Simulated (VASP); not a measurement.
Input of a VASP 6.6.1 run:

The input POSCAR:

```
HfC
1.0
    0.0000000000      2.2855856060      2.2855856060
    2.2855856060      0.0000000000      2.2855856060
    2.2855856060      2.2855856060      0.0000000000
Hf C
1 1
Direct
    0.0000000000      0.0000000000      0.0000000000
    0.5000000000      0.5000000000      0.5000000000
```

INCAR.step1

```
SYSTEM = HfC
PREC = Accurate ; ENCUT = 520
EDIFF = 1E-5 ; ISMEAR = -1
SIGMA = 0.1 ; LREAL = .False.
LASPH = .True. ; NELM = 80
ALGO = Normal ; ISIF = 2
LWAVE = .True. ; LCHARG = .False.
GGA = PE ; NBANDS = 14
```

Contents of INCAR.step2:

```
SYSTEM = HfC
PREC = Accurate ; ENCUT = 520
EDIFF = 1E-7 ; ISMEAR = -1
SIGMA = 0.1 ; LREAL = .False.
LASPH = .True. ; NELM = 80
ALGO = Normal ; ISIF = 2
LWAVE = .False. ; LCHARG = .False.
GGA = PE ; LHFCALC = .True.
HFSCREEN = 0.2079 ; PRECFOCK = Normal
ISTART = 1 ; NBANDS = 14
```

KPOINTS

```
Automatic mesh
0
Gamma
  4 4 4
  0 0 0
```

Potentials or basis: VASP PAW PBE potentials, release 64 (Hf_pv, C).

Command:

```sh
$ cat potpaw_PBE.64/Hf_pv/POTCAR potpaw_PBE.64/C/POTCAR > POTCAR
$ cp INCAR.step1 INCAR
$ mpirun -np 1 vasp_std > vasp.out
$ cp INCAR.step2 INCAR
$ mpirun -np 1 vasp_std > vasp.out
```

**Question.** Estimate the band gap on the k mesh.

**Answer.** Zero (band 7 reaches 7.21 eV, above the bottom of band 8 at 5.74 eV).

**Question.** Estimate the pressure.

**Answer.** 8.4 GPa.

Caveat: the k points lie up to 0.60 Å⁻¹ apart; the PAW data sets were made with another functional, which shifts forces and pressure a little; spin-orbit coupling is left out, which moves the levels of the heavy elements.
